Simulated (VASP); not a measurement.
# Ga (Cmce) in VASP: single point with BLYP

Aim: the single point of Ga with BLYP.

All numbers are computed with VASP 6.6.1; they aren't measurements. Logs are shortened: lines on timing, memory, paths and dates and some standing lists are left out, and cuts for length are marked.

## 1. The cell of the first run

It takes space group Cmce (No. 64, orthorhombic). Conventional cell: a = 4.873 Å, b = 7.947 Å, c = 4.681 Å, α = 90.00°, β = 90.00°, γ = 90.00°. Ga (site symmetry m) has 7 Ga at 2.62 to 2.95 Å within 3.5 Å.

## 2. Single point, BLYP

File INCAR:

```
PREC = Accurate
ENCUT = 520
EDIFF = 1E-7
ISMEAR = -1
SIGMA = 0.1
LREAL = F
LASPH = T
NELM = 100
ALGO = Normal
ISIF = 2
LWAVE = F
LCHARG = F
GGA = B5
ALDAX = 1.0
AGGAX = 1.0
AGGAC = 1.0
ALDAC = 0.0
NBANDS = 34
```

File KPOINTS:

```
Automatic mesh
0
Gamma
  10 10 9
```

File POSCAR:

```
Ga
1.0
    2.4364957224     -3.9734085422      0.0000000000
    2.4364957224      3.9734085422      0.0000000000
    0.0000000000      0.0000000000      4.6811933838
Ga
4
Direct
    0.8425682565      0.1574317435      0.0838959414
    0.6574317435      0.3425682565      0.5838959414
    0.1574317435      0.8425682565      0.9161040586
    0.3425682565      0.6574317435      0.4161040586
```

Potentials or basis: VASP PAW PBE potentials, release 64 (Ga_d).

On the command line:

```bash
cat potpaw_PBE.64/Ga_d/POTCAR > POTCAR
mpirun -np 1 vasp_std > vasp.out
```

OUTCAR:

```text
PREC = Accurate
   ENCUT = 520
   EDIFF = 1E-7
   ISMEAR = -1
   LREAL = F
   LASPH = T
   NELM = 100
   ISIF = 2
   GGA = B5

 ion  position               nearest neighbor table
   1  0.843  0.157  0.084-   3 2.62   2 2.76   2 2.76   4 2.89   4 2.89
   2  0.657  0.343  0.584-   4 2.62   1 2.76   1 2.76   3 2.89   3 2.89
   3  0.157  0.843  0.916-   1 2.62   4 2.76   4 2.76   2 2.89   2 2.89
   4  0.343  0.657  0.416-   2 2.62   3 2.76   3 2.76   1 2.89   1 2.89

  LATTYP: Found a base centered orthorhombic cell.
 ALAT       =     4.8729914448
 B/A-ratio  =     1.6307882282
 C/A-ratio  =     0.9606405915

  Lattice vectors:

 A1 = (   2.4364957224,  -3.9734085422,   0.0000000000)
 A2 = (   2.4364957224,   3.9734085422,   0.0000000000)
 A3 = (   0.0000000000,   0.0000000000,   4.6811933838)

Analysis of symmetry for initial positions (statically):
=====================================================================
 Subroutine PRICEL returns:
 Original cell was already a primitive cell.

 Routine SETGRP: Setting up the symmetry group for a
 base centered orthorhombic supercell.

 Subroutine GETGRP returns: Found  8 space group operations
 (whereof  4 operations were pure point group operations)
 out of a pool of  8 trial point group operations.

The static configuration has the point symmetry C_2h.
 The point group associated with its full space group is D_2h.

Analysis of symmetry for dynamics (positions and initial velocities):
=====================================================================
 Subroutine PRICEL returns:
 Original cell was already a primitive cell.

 Routine SETGRP: Setting up the symmetry group for a
 base centered orthorhombic supercell.

 Subroutine GETGRP returns: Found  8 space group operations
 (whereof  4 operations were pure point group operations)
 out of a pool of  8 trial point group operations.

The dynamic configuration has the point symmetry C_2h.
 The point group associated with its full space group is D_2h.

 Subroutine INISYM returns: Found  8 space group operations
 (whereof  4 operations are pure point group operations),
 and found     1 'primitive' translations

----------------------------------------------------------------------------------------

                                     Primitive cell

  volume of cell :      90.6391

  direct lattice vectors                    reciprocal lattice vectors
     2.436495722 -3.973408542  0.000000000     0.205212755 -0.125836544  0.000000000
     2.436495722  3.973408542  0.000000000     0.205212755  0.125836544  0.000000000
     0.000000000  0.000000000  4.681193384     0.000000000  0.000000000  0.213620741

  length of vectors
     4.660953427  4.660953427  4.681193384     0.240722061  0.240722061  0.213620741

  position of ions in fractional coordinates (direct lattice)
     0.842568257  0.157431743  0.083895941
     0.657431743  0.342568257  0.583895941
     0.157431743  0.842568257  0.916104059
     0.342568257  0.657431743  0.416104059

  ion indices of the primitive-cell ions
   primitive index   ion index
                 1           1
                 2           2
                 3           3
                 4           4

----------------------------------------------------------------------------------------

 KPOINTS: Automatic mesh

Automatic generation of k-mesh.
 Grid dimensions read from file:
 generate k-points for:   10   10    9

 Generating k-lattice:

  Cartesian coordinates                     Fractional coordinates (reciprocal lattice)
     0.020521276 -0.012583654  0.000000000     0.100000000  0.000000000  0.000000000
     0.020521276  0.012583654  0.000000000     0.000000000  0.100000000  0.000000000
     0.000000000  0.000000000  0.023735638     0.000000000  0.000000000  0.111111111

  Length of vectors
     0.024072206  0.024072206  0.023735638

  Shift w.r.t. Gamma in fractional coordinates (k-lattice)
     0.000000000  0.000000000  0.000000000

 Subroutine IBZKPT returns following result:
 ===========================================

 Found    155 irreducible k-points:

 Following reciprocal coordinates:
            Coordinates               Weight
  0.000000  0.000000  0.000000      1.000000
  0.100000  0.000000  0.000000      4.000000
  0.200000  0.000000  0.000000      4.000000
  0.300000  0.000000  0.000000      4.000000
  0.400000  0.000000  0.000000      4.000000
  0.500000  0.000000  0.000000      2.000000
[... 16 lines left out ...]
  0.300000  0.300000  0.000000      2.000000
  0.400000  0.300000  0.000000      4.000000
 [... further k-points ...]
   k-points           NKPTS =    155   k-points in BZ     NKDIM =    155   number of bands    NBANDS=     34
   number of dos      NEDOS =    301   number of ions     NIONS =      4
   total plane-waves  NPLWV =  46656
   dimension x,y,z NGX =    36 NGY =   36 NGZ =   36
   dimension x,y,z NGXF=    72 NGYF=   72 NGZF=   72
   ions per type =               4
   NGX,Y,Z   is equivalent  to a cutoff of  12.84, 12.84, 12.78 a.u.
   NGXF,Y,Z  is equivalent  to a cutoff of  25.68, 25.68, 25.57 a.u.
 SYSTEM =  unknown system
   PREC   = accura    normal or accurate (medium, high low for compatibility)
   ISTART =      0    job   : 0-new  1-cont  2-samecut
   ICHARG =      2    charge: 1-file 2-atom 10-const
   ISPIN  =      1    spin polarized calculation?
   LNONCOLLINEAR =      F non collinear calculations
   LSORBIT =      F    spin-orbit coupling
   LASPH  =      T    aspherical Exc in radial PAW
   ENCUT  =  520.0 eV  38.22 Ry    6.18 a.u.   8.67  8.67  8.70*2*pi/ulx,y,z
   NELM   =    100;   NELMIN=  2; NELMDL= -5     # of ELM steps
   EDIFF  = 0.1E-06   stopping-criterion for ELM
   LREAL  =      F    real-space projection
   EDIFFG = 0.1E-05   stopping-criterion for IOM
   NSW    =      0    number of steps for IOM
   IBRION =     -1    ionic relax: 0-MD 1-quasi-New 2-CG
   NFREE  =      0    steps in history (QN), initial steepest desc. (CG)
   ISIF   =      2    stress and relaxation
   ISYM   =      2    0-nonsym 1-usesym 2-fastsym
   POTIM  = 0.5000    time-step for ionic-motion
   TEBEG  =    0.0;   TEEND  =   0.0 temperature during run
   PSTRESS=    0.0 pullay stress
   NELECT =      52.0000    total number of electrons
   NUPDOWN=      -1.0000    fix difference up-down
   EMIN   =  10.00;   EMAX   =-10.00  energy-range for DOS
   EFERMI =   0.00;   METHOD = LEGACY
   ISMEAR =    -1;   SIGMA  =   0.10  broadening in eV -4-tet -1-fermi 0-gaus
   EFERMI_NEDOS =   21; number of points for ismear=-14 and -15
   IALGO  =     38    algorithm
   IMIX   =      4    mixing-type and parameters
     AMIX     =   0.40;   BMIX     =  1.00
     AMIX_MAG =   1.60;   BMIX_MAG =  1.00
  volume/ion in A,a.u.               =      22.66       152.92
  Fermi-wavevector in a.u.,A,eV,Ry     =   1.360309  2.570611 25.176760  1.850440
  Thomas-Fermi vector in A             =   2.486982
   LORBIT       =      0    0 simple, 1 ext, 2 COOP (PROOUT), +10 PAW based schemes
   GGA     = B5    functional components
   LHFCALC =     F    Hartree Fock is set to
   AEXX    =    0.0000 exact exchange contribution
   IVDW    =     0    specifies the selected vdW correction
   LEPSILON=     F    determine dielectric tensor
   LRPA    =     F    only Hartree local field effects (RPA)
 non-spin polarized calculation
  energy-cutoff  :      520.00
  volume of cell :       90.64
 maximum number of plane-waves:      2467
   NGX = 17   NGY = 17   NGZ = 17

 number of electron      52.0000000 magnetization

 Free energy of the ion-electron system (eV)
  ---------------------------------------------------
  ext. energy  EPLUGINS =         0.00000000
  ---------------------------------------------------
  free energy    TOTEN  =        -8.83125187 eV

  energy without entropy =       -8.78900508  energy(sigma->0) =       -8.81012848

 E-fermi :   4.2128     XC(G=0):  -9.3749

 val. band max:        4.2026217959   @ k =  -0.4000   0.4000   0.1111
 cond. band min:       4.2227310825   @ k =  -0.1000   0.1000   0.3333
 fundamental gap:      0.0201092867
 Fermi energy:         4.2127671688

 k-point     1 :       0.0000    0.0000    0.0000
  band No.  band energies     occupation
      1     -10.7647      2.00000
      2     -10.7581      2.00000
      3     -10.7570      2.00000
      4     -10.7416      2.00000
      5     -10.7005      2.00000
      6     -10.6956      2.00000
[... 26 lines left out ...]
     33      10.7370      0.00000
     34      10.9310      0.00000

 k-point     2 :       0.1000    0.0000    0.0000
  band No.  band energies     occupation
      1     -10.7619      2.00000
      2     -10.7598      2.00000
      3     -10.7575      2.00000
      4     -10.7439      2.00000
      5     -10.6999      2.00000
      6     -10.6911      2.00000
[... 26 lines left out ...]
     33      10.6383      0.00000
     34      10.6545      0.00000

 k-point     3 :       0.2000    0.0000    0.0000
  band No.  band energies     occupation
      1     -10.7618      2.00000
      2     -10.7599      2.00000
      3     -10.7549      2.00000
      4     -10.7482      2.00000
      5     -10.7014      2.00000
      6     -10.6776      2.00000
[... 26 lines left out ...]
     33      10.1524      0.00000
     34      10.9967      0.00000

 k-point     4 :       0.3000    0.0000    0.0000
  band No.  band energies     occupation
      1     -10.7677      2.00000
      2     -10.7566      2.00000
      3     -10.7550      2.00000
      4     -10.7408      2.00000
      5     -10.7062      2.00000
      6     -10.6964      2.00000
[... 26 lines left out ...]
     33       9.8007      0.00000
     34      11.0046      0.00000

 k-point     5 :       0.4000    0.0000    0.0000
  band No.  band energies     occupation
      1     -10.7707      2.00000
      2     -10.7626      2.00000
      3     -10.7454      2.00000
      4     -10.7307      2.00000
      5     -10.7137      2.00000
      6     -10.7119      2.00000
[... 621 lines left out ...]
 k-point    22 :      -0.2000    0.2000    0.0000
  band No.  band energies     occupation
      1     -10.7677      2.00000
      2     -10.7662      2.00000
      3     -10.7437      2.00000
      4     -10.7390      2.00000
      5     -10.7071      2.00000
      6     -10.7040      2.00000
[... 26 lines left out ...]
     33       9.6119      0.00000
     34       9.6532      0.00000

 k-point    23 :       0.3000    0.3000    0.0000
  band No.  band energies     occupation
      1     -10.8042      2.00000
      2     -10.7578      2.00000
      3     -10.7559      2.00000
      4     -10.7264      2.00000
      5     -10.7203      2.00000
      6     -10.6751      2.00000
[... 26 lines left out ...]
     33      11.5162      0.00000
     34      12.0999      0.00000

 k-point    24 :       0.4000    0.3000    0.0000
  band No.  band energies     occupation
      1     -10.8063      2.00000
      2     -10.7649      2.00000
      3     -10.7530      2.00000
      4     -10.7215      2.00000
      5     -10.7056      2.00000
      6     -10.6865      2.00000
[... 26 lines left out ...]
     33      11.7502      0.00000
     34      12.1983      0.00000

 [... further k-points ...]
[... 5 lines left out ...]
  --------------------------------------------------------------------------------------
  -------------------------------------------------------------------------------------
  Total       -0.0836282     -0.0656625      0.1521673      0.0000000     -0.0000000      0.0000000
  in kB       -1.4782503     -1.1606793      2.6897789      0.0000000     -0.0000000      0.0000000
  external PRESSURE =       0.0169498 kB  Pullay stress =       0.0000000 kB

 VOLUME and BASIS-vectors are now :
 -----------------------------------------------------------------------------
  energy-cutoff  :      520.00
  volume of cell :       90.64
      direct lattice vectors                 reciprocal lattice vectors
     2.436495722 -3.973408542  0.000000000     0.205212755 -0.125836544  0.000000000
     2.436495722  3.973408542  0.000000000     0.205212755  0.125836544  0.000000000
     0.000000000  0.000000000  4.681193384     0.000000000  0.000000000  0.213620741

 POSITION                                       TOTAL-FORCE (eV/Angst)
 -----------------------------------------------------------------------------------
      2.43650     -2.72233      0.39273         0.000000      0.009488      0.008584
      2.43650     -1.25108      2.73333         0.000000     -0.009488      0.008584
      2.43650      2.72233      4.28846         0.000000     -0.009488     -0.008584
      2.43650      1.25108      1.94786         0.000000      0.009488     -0.008584
 -----------------------------------------------------------------------------------
    total drift:                                0.000000      0.000000     -0.000000

  FREE ENERGIE OF THE ION-ELECTRON SYSTEM (eV)
  ---------------------------------------------------
  free  energy   TOTEN  =        -8.8312518685 eV

  energy  without entropy=       -8.7890050818  energy(sigma->0) =       -8.81012848
```

Wall time 6 min (1 thread of Intel Xeon Platinum 8259CL at 2.50GHz (Skylake/Cascade Lake), shared host); peak memory 0.43 GiB.

What came out:

- Free energy: -8.8313 eV
- Pressure: 0.0 GPa
- Largest force: 0.013 eV/Å
- Band gap on the k mesh: zero (bands 26 and 27 overlap by 1.21 eV)

Forces on the atoms (eV/Å):
```
Ga   0.000  0.009  0.009
Ga   0.000 -0.009  0.009
Ga   0.000 -0.009 -0.009
Ga   0.000  0.009 -0.009
```

Stress tensor (GPa, compression positive):
```
-0.15  0.00  0.00
 0.00 -0.12  0.00
 0.00  0.00  0.27
```

Caveat: the PAW data sets were made with another functional, which shifts forces and pressure a little.
